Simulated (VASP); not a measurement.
# Si (I4_1/amd) in VASP: G0W0 quasiparticle levels with PBE

Aim: the G0W0 quasiparticle levels of Si with PBE.

Program: VASP 6.6.1. These are calculated values, not measurements. Logs are shortened: lines on timing, memory, paths and dates and some standing lists are left out, and cuts for length are marked.

**1. The cell of the first run**

The structure is tetragonal, space group I4_1/amd (No. 141). The conventional cell has a = 3.850 Å, b = 3.850 Å, c = 5.308 Å, α = 90.00°, β = 90.00°, γ = 90.00°. Si (site symmetry -4m2) has 4 Si at 2.34 Å within 3.1 Å.

**2. G0W0 quasiparticle levels, PBE**

POSCAR reads:

```
Si
1.0
    0.0000000000      2.7221188958      2.6540659234
    2.7221188958      0.0000000000      2.6540659234
    2.7221188958      2.7221188958      0.0000000000
Si
2
Direct
    0.0000000000      0.0000000000      0.0000000000
    0.2500000000      0.2500000000      0.2500000000
```

INCAR.step1 reads:

```
SYSTEM = Si
PREC = Accurate
ENCUT = 500
EDIFF = 1E-8
ISMEAR = 0
SIGMA = 0.01
LREAL = .False.
LASPH = .True.
NELM = 80
ALGO = Normal
LWAVE = .True.
LCHARG = .False.
GGA = PE
```

INCAR.step2 reads:

```
SYSTEM = Si
PREC = Accurate
ENCUT = 500
EDIFF = 1E-8
ISMEAR = 0
SIGMA = 0.01
LREAL = .False.
LASPH = .True.
NELM = 1
ALGO = Exact
LWAVE = .True.
LCHARG = .False.
GGA = PE
NBANDS = 168
LOPTICS = .True.
ISTART = 1
```

INCAR.step3 reads:

```
SYSTEM = Si
PREC = Accurate
ENCUT = 500
EDIFF = 1E-8
ISMEAR = 0
SIGMA = 0.01
LREAL = .False.
LASPH = .True.
ALGO = EVGW0
LWAVE = .False.
LCHARG = .False.
GGA = PE
NELMGW = 1
NBANDS = 168
ENCUTGW = 150.0
NOMEGA = 96
PRECFOCK = Fast
ISTART = 1
NBANDSGW = 12
OMEGAMAX = 30
```

KPOINTS reads:

```
regular mesh
0
Gamma
  4 4 4
  0 0 0
```

Potentials or basis: VASP PAW PBE potentials, release 64 (Si_GW).

Launch:

```
> cat potpaw_PBE.64/Si_GW/POTCAR > POTCAR
> cp INCAR.step1 INCAR
> mpirun -np 1 vasp_std > vasp.out
> cp INCAR.step2 INCAR
> mpirun -np 1 vasp_std > vasp.out
> cp INCAR.step3 INCAR
> mpirun -np 1 vasp_std > vasp.out
```

OUTCAR:

```text
SYSTEM = Si
   PREC = Accurate
   ENCUT = 500
   EDIFF = 1E-8
   ISMEAR = 0
   LREAL = .False.
   LASPH = .True.
   GGA = PE
   NELMGW = 1
   ENCUTGW = 150.0
   PRECFOCK = Fast
   ISTART = 1

 ion  position               nearest neighbor table
   1  0.000  0.000  0.000-   2 2.34   2 2.34   2 2.34   2 2.34
   2  0.250  0.250  0.250-   1 2.34   1 2.34   1 2.34   1 2.34

  LATTYP: Found a body centered tetragonal cell.
 ALAT       =     3.8496574608
 C/A-ratio  =     1.3788582233

  Lattice vectors:

 A1 = (   0.0000000000,  -2.7221188958,  -2.6540659234)
 A2 = (   0.0000000000,   2.7221188958,  -2.6540659234)
 A3 = (   2.7221188958,   0.0000000000,   2.6540659234)

Analysis of symmetry for initial positions (statically):
=====================================================================
 Subroutine PRICEL returns:
 Original cell was already a primitive cell.

 Routine SETGRP: Setting up the symmetry group for a
 body centered tetragonal supercell.

 Subroutine GETGRP returns: Found 16 space group operations
 (whereof  8 operations were pure point group operations)
 out of a pool of 16 trial point group operations.

The static configuration has the point symmetry D_2d.
 The point group associated with its full space group is D_4h.

Analysis of symmetry for dynamics (positions and initial velocities):
=====================================================================
 Subroutine PRICEL returns:
 Original cell was already a primitive cell.

 Routine SETGRP: Setting up the symmetry group for a
 body centered tetragonal supercell.

 Subroutine GETGRP returns: Found 16 space group operations
 (whereof  8 operations were pure point group operations)
 out of a pool of 16 trial point group operations.

The dynamic configuration has the point symmetry D_2d.
 The point group associated with its full space group is D_4h.

 Subroutine INISYM returns: Found 16 space group operations
 (whereof  8 operations are pure point group operations),
 and found     1 'primitive' translations

----------------------------------------------------------------------------------------

                                     Primitive cell

  volume of cell :      39.3329

  direct lattice vectors                    reciprocal lattice vectors
     0.000000000  2.722118896  2.654065923    -0.183680441  0.183680441  0.188390196
     2.722118896  0.000000000  2.654065923     0.183680441 -0.183680441  0.188390196
     2.722118896  2.722118896  0.000000000     0.183680441  0.183680441 -0.188390196

  length of vectors
     3.801841292  3.801841292  3.849657461     0.320886078  0.320886078  0.320886078

  position of ions in fractional coordinates (direct lattice)
     0.000000000  0.000000000  0.000000000
     0.250000000  0.250000000  0.250000000

  ion indices of the primitive-cell ions
   primitive index   ion index
                 1           1
                 2           2

----------------------------------------------------------------------------------------

 KPOINTS: regular mesh

Automatic generation of k-mesh.
 Grid dimensions read from file:
 generate k-points for:    4    4    4

 Generating k-lattice:

  Cartesian coordinates                     Fractional coordinates (reciprocal lattice)
    -0.045920110  0.045920110  0.047097549     0.250000000  0.000000000  0.000000000
     0.045920110 -0.045920110  0.047097549     0.000000000  0.250000000  0.000000000
     0.045920110  0.045920110 -0.047097549    -0.000000000 -0.000000000  0.250000000

  Length of vectors
     0.080221519  0.080221519  0.080221519

  Shift w.r.t. Gamma in fractional coordinates (k-lattice)
     0.000000000  0.000000000  0.000000000

 Subroutine IBZKPT returns following result:
 ===========================================

 Found     13 irreducible k-points:

 Following reciprocal coordinates:
            Coordinates               Weight
  0.000000  0.000000  0.000000      1.000000
  0.250000  0.000000  0.000000      8.000000
  0.500000  0.000000  0.000000      4.000000
  0.250000  0.250000  0.000000      2.000000
  0.500000  0.250000  0.000000      8.000000
 -0.250000  0.250000  0.000000      4.000000
  0.500000  0.500000  0.000000      1.000000
  0.250000  0.000000  0.250000      4.000000
  0.500000  0.000000  0.250000     16.000000
 -0.250000 -0.000000  0.250000      8.000000
 -0.250000  0.500000  0.250000      4.000000
  0.500000  0.000000  0.500000      2.000000
 -0.250000  0.250000  0.500000      2.000000
   k-points           NKPTS =     13   k-points in BZ     NKDIM =     64   number of bands    NBANDS=    168
   number of dos      NEDOS =    301   number of ions     NIONS =      2
   total plane-waves  NPLWV =  21952
   dimension x,y,z NGX =    28 NGY =   28 NGZ =   28
   dimension x,y,z NGXF=    56 NGYF=   56 NGZF=   56
   ions per type =               2
   NGX,Y,Z   is equivalent  to a cutoff of  12.24, 12.24, 12.09 a.u.
   NGXF,Y,Z  is equivalent  to a cutoff of  24.49, 24.49, 24.18 a.u.
 SYSTEM =  Si
   PREC   = accura    normal or accurate (medium, high low for compatibility)
   ISTART =      1    job   : 0-new  1-cont  2-samecut
   ICHARG =      0    charge: 1-file 2-atom 10-const
   ISPIN  =      1    spin polarized calculation?
   LNONCOLLINEAR =      F non collinear calculations
   LSORBIT =      F    spin-orbit coupling
   LASPH  =      T    aspherical Exc in radial PAW
   ENCUT  =  500.0 eV  36.75 Ry    6.06 a.u.   6.93  6.93  7.02*2*pi/ulx,y,z
   NELM   =     60;   NELMIN=  2; NELMDL=  0     # of ELM steps
   EDIFF  = 0.1E-07   stopping-criterion for ELM
   LREAL  =      F    real-space projection
   EDIFFG = 0.1E-06   stopping-criterion for IOM
   NSW    =      0    number of steps for IOM
   IBRION =     -1    ionic relax: 0-MD 1-quasi-New 2-CG
   NFREE  =      0    steps in history (QN), initial steepest desc. (CG)
   ISIF   =      0    stress and relaxation
   ISYM   =      3    0-nonsym 1-usesym 2-fastsym
   POTIM  = 0.5000    time-step for ionic-motion
   TEBEG  =    0.0;   TEEND  =   0.0 temperature during run
   PSTRESS=    0.0 pullay stress
   NELECT =       8.0000    total number of electrons
   NUPDOWN=      -1.0000    fix difference up-down
   EMIN   =  10.00;   EMAX   =-10.00  energy-range for DOS
   EFERMI =   0.00;   METHOD = LEGACY
   ISMEAR =     0;   SIGMA  =   0.01  broadening in eV -4-tet -1-fermi 0-gaus
   EFERMI_NEDOS =   21; number of points for ismear=-14 and -15
   IALGO  =     38    algorithm
   IMIX   =      4    mixing-type and parameters
     AMIX     =   0.40;   BMIX     =  1.00
     AMIX_MAG =   1.60;   BMIX_MAG =  1.00
  volume/ion in A,a.u.               =      19.67       132.72
  Fermi-wavevector in a.u.,A,eV,Ry     =   0.962763  1.819359 12.611420  0.926913
  Thomas-Fermi vector in A             =   2.092250
   LORBIT       =      0    0 simple, 1 ext, 2 COOP (PROOUT), +10 PAW based schemes
   GGA     = PE    functional components
   LHFCALC =     T    Hartree Fock is set to
   PRECFOCK=fast      Normal, Fast or Accurate (Low or Medium for compatibility)
   ENCUT4O =  -1.0   cutoff for four orbital integrals eV
   NKREDX  =     1    reduce k-point grid by
   NKREDY  =     1    reduce k-point grid by
   NKREDZ  =     1    reduce k-point grid by
   AEXX    =    1.0000 exact exchange contribution
   HFSCREEN=    0.0000 screening length (either q_TF or 0.3 A-1)
   HFSCREENC=   0.0000 screening length for correlation (either q_TF or 0.3 A-1)
   ENCUTFOCK=  -1.0 apply spherical cutoff to Coloumb kernel
   IVDW    =     0    specifies the selected vdW correction
   LEPSILON=     F    determine dielectric tensor
   LRPA    =     F    only Hartree local field effects (RPA)
   LRPAFORCE           =     F    calculate RPA forces
   ENCUTGW             = 150.0    cutoff for response function in eV
   ENCUTGWSOFT         = 120.0    soft cutoff for Coulomb kernel in GW response function in eV
   ENCUTLF             =  -1.0    cutoff for local field effects
   NELMGW              =     1    number of iterations in solving QP/BSE equation
   NELMHF              =     1    number of iterations in the inner HF iteration
   NKREDLFX            =     1    NKREDLFY  =   1   NKREDLFZ  =   1
 non-spin polarized calculation
 Gauss-broadening in eV      SIGMA  =   0.01
  energy-cutoff  :      500.00
  volume of cell :       39.33
 maximum number of plane-waves:      1008
  NGX = 16; NGY = 16; NGZ = 16
   NGX = 13   NGY = 13   NGZ = 13
 maximum number of plane-waves:       169

 QP shifts <psi_nk| G(iteration)W_0 |psi_nk>: iteration 1
 for sc-GW calculations column KS-energies equals QP-energies in previous step
 and V_xc(KS)=  KS-energies - (<T + V_ion + V_H > + <T+V_H+V_ion>^1  + <V_x>^1)

 k-point   1 :       0.0000    0.0000    0.0000
  band No.  KS-energies  QP-energies   sigma(KS)   V_xc(KS)     V^pw_x(r,r')   Z            occupation Imag(sigma)

      1      -6.4117      -6.9071     -11.2177     -10.4903     -17.5707       0.6811       2.0000       1.2516
      2       5.6260       5.0887     -12.1909     -11.4840     -13.1207       0.7601       2.0000       0.0455
      3       5.6260       5.0887     -12.1909     -11.4840     -13.1207       0.7601       2.0000       0.0455
      4       5.8002       5.2645     -12.1439     -11.4387     -13.0364       0.7597       2.0000       0.0439
      5       8.1754       8.2897     -10.0073     -10.1584      -5.6322       0.7563       0.0000      -0.1023
      6       8.2682       8.3775      -9.9991     -10.1435      -5.6039       0.7568       0.0000      -0.1031
      7       8.2682       8.3775      -9.9991     -10.1435      -5.6039       0.7568       0.0000      -0.1031
      8       9.2449       9.4760     -10.7560     -11.0644      -5.7773       0.7493       0.0000      -0.1315
      9      13.1660      13.3409      -9.8215     -10.0550      -4.2812       0.7492       0.0000      -0.2441
     10      13.6193      13.7920      -9.8437     -10.0749      -4.1914       0.7469       0.0000      -0.2770
     11      13.7093      13.4695      -8.1251      -7.8138      -2.6361       0.7702       0.0000      -0.3294
     12      16.7303      16.5386      -8.6138      -8.3603      -2.2776       0.7561       0.0000      -0.6180

 k-point   2 :       0.2500    0.0000    0.0000
  band No.  KS-energies  QP-energies   sigma(KS)   V_xc(KS)     V^pw_x(r,r')   Z            occupation Imag(sigma)

      1      -5.5985      -6.0932     -11.3068     -10.5715     -17.3065       0.6728       2.0000       1.1094
      2       1.7151       1.1648     -11.5081     -10.7509     -13.8513       0.7268       2.0000       0.1481
      3       4.8162       4.2739     -11.9497     -11.2316     -13.0894       0.7552       2.0000       0.0524
      4       5.0014       4.4640     -11.9343     -11.2235     -13.0223       0.7559       2.0000       0.0505
      5       7.7467       7.8372     -10.0782     -10.1971      -5.7165       0.7611       0.0000      -0.0971
      6       9.1480       9.2552      -9.9975     -10.1396      -5.3470       0.7548       0.0000      -0.1238
      7       9.2334       9.3467     -10.0754     -10.2258      -5.3913       0.7533       0.0000      -0.1269
      8      12.7113      12.8170     -10.3756     -10.5185      -4.7040       0.7392       0.0000      -0.2680
      9      12.8234      12.9076      -9.6074      -9.7198      -4.0921       0.7488       0.0000      -0.2690
     10      12.9475      13.0175      -9.6183      -9.7119      -4.0514       0.7479       0.0000      -0.2804
     11      14.7461      14.5377      -8.2990      -8.0234      -2.4912       0.7560       0.0000      -0.4066
     12      17.6372      17.5080      -8.9674      -8.7928      -2.6436       0.7400       0.0000      -0.5922
[... 148 lines left out ...]
      1      -2.2494      -2.7523     -11.6191     -10.8943     -16.0896       0.6939       2.0000       0.5642
      2      -2.2494      -2.7523     -11.6191     -10.8943     -16.0896       0.6939       2.0000       0.5642
      3       2.8412       2.2452     -11.5258     -10.7152     -13.4999       0.7353       2.0000       0.0972
      4       2.8412       2.2452     -11.5258     -10.7152     -13.4999       0.7353       2.0000       0.0972
      5       6.4092       6.3785      -9.0753      -9.0356      -5.0737       0.7740       0.0000      -0.0832
      6       6.4092       6.3785      -9.0753      -9.0356      -5.0737       0.7740       0.0000      -0.0832
      7      15.8283      15.9310     -10.6285     -10.7707      -3.7575       0.7224       0.0000      -0.5944
      8      15.8283      15.9310     -10.6285     -10.7707      -3.7575       0.7224       0.0000      -0.5944
      9      16.7931      16.8724     -10.5583     -10.6654      -3.9830       0.7409       0.0000      -0.6258
     10      16.7931      16.8724     -10.5583     -10.6654      -3.9830       0.7409       0.0000      -0.6258
     11      18.1370      18.2323     -10.0971     -10.2263      -3.3546       0.7372       0.0000      -0.7425
     12      18.1370      18.2323     -10.0971     -10.2263      -3.3546       0.7372       0.0000      -0.7425

 k-point  13 :      -0.2500    0.2500    0.5000
  band No.  KS-energies  QP-energies   sigma(KS)   V_xc(KS)     V^pw_x(r,r')   Z            occupation Imag(sigma)

      1      -2.0599      -2.5584     -11.7518     -11.0334     -16.1519       0.6940       2.0000       0.5390
      2      -2.0599      -2.5584     -11.7518     -11.0334     -16.1519       0.6940       2.0000       0.5390
      3       1.7325       1.1467     -10.8362     -10.0368     -12.9890       0.7329       2.0000       0.1322
      4       1.7325       1.1467     -10.8362     -10.0368     -12.9890       0.7329       2.0000       0.1322
      5      10.1432      10.1242      -9.7290      -9.7038      -4.9478       0.7576       0.0000      -0.1455
      6      10.1432      10.1242      -9.7290      -9.7038      -4.9478       0.7576       0.0000      -0.1455
      7      10.9676      11.0937     -10.0240     -10.1941      -4.6663       0.7411       0.0000      -0.1993
      8      10.9676      11.0937     -10.0240     -10.1941      -4.6663       0.7411       0.0000      -0.1993
      9      16.0466      16.1451     -10.6133     -10.7482      -3.9363       0.7307       0.0000      -0.5854
     10      16.0466      16.1451     -10.6133     -10.7482      -3.9363       0.7307       0.0000      -0.5854
     11      18.5420      18.6501     -10.3335     -10.4807      -3.4276       0.7343       0.0000      -0.7770
     12      18.5420      18.6501     -10.3335     -10.4807      -3.4276       0.7343       0.0000      -0.7770
```

Run time: 95 s. Hardware: 1 thread of Intel Xeon 6975P-C (Granite Rapids), shared host; peak memory 0.45 GiB.

Results:

```
Quasiparticle gap                                   : 0.91 eV
Least direct quasiparticle gap                      : 3.03 eV
Band gap of the starting levels on the mesh         : 0.40 eV
Least direct gap of the starting levels on the mesh : 2.38 eV
```

Caveat: the k points lie up to 0.50 Å⁻¹ apart; bands, screening cutoff and mesh are small and nothing is extrapolated, so the quasiparticle values aren't converged.
